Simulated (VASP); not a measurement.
Set up this calculation in VASP 6.6.1, as the native input.

```
Task                   : single point
Functional             : LDA
Potentials or basis    : VASP PAW LDA potentials, release 64 (Al, N)
Cutoff                 : 520 eV
k mesh                 : 8 × 8 × 6
Occupations            : gaussian, width 0.05 eV
Spin                   : no spin polarisation
Dipole correction      : no
Further INCAR settings : ALGO = Normal; EDIFF = 1e-06; NBANDS = 16
```

The structure of AlN lies in POSCAR:

```
AlN
1.0
    0.0000000000     -2.0221659415     -2.0221659415
    0.0000000000      2.0221659415     -2.0221659415
    4.0443318830      0.0000000000      0.0000000000
Al N
2 2
Direct
    0.5055845862      0.4944154138      0.0000000000
   -0.0055845862      0.0055845862      0.5000000000
    0.4977127899      0.5022872101      0.5000000000
    0.0022872101      0.9977127899      0.0000000000
```

The input as run:

INCAR

```
PREC = Accurate
ENCUT = 520
EDIFF = 1E-6
ISMEAR = 0
SIGMA = 0.05
LREAL = F
LASPH = T
NELM = 60
ALGO = Normal
ISIF = 2
LWAVE = F
LCHARG = T
GGA = CA
LELF = T
LVHAR = T
NBANDS = 16
```

KPOINTS

```
regular mesh
0
Gamma
  8 8 6
```

Potentials or basis: VASP PAW LDA potentials, release 64 (Al, N).

Command:

```console
$ cat potpaw_LDA.64/Al/POTCAR potpaw_LDA.64/N/POTCAR > POTCAR
$ mpirun -np 1 vasp_std > vasp.out
```

It gave:

```yaml
Pressure: -6.0 GPa
Largest_force: 0.235 eV/Å
Band_gap_on_the_k_mesh: 4.45 eV
```

Run time: 11 s on 1 thread of Intel(R) Xeon(R) 6975P-C (Granite Rapids), with other jobs on the host, peak memory 0.15 GiB.
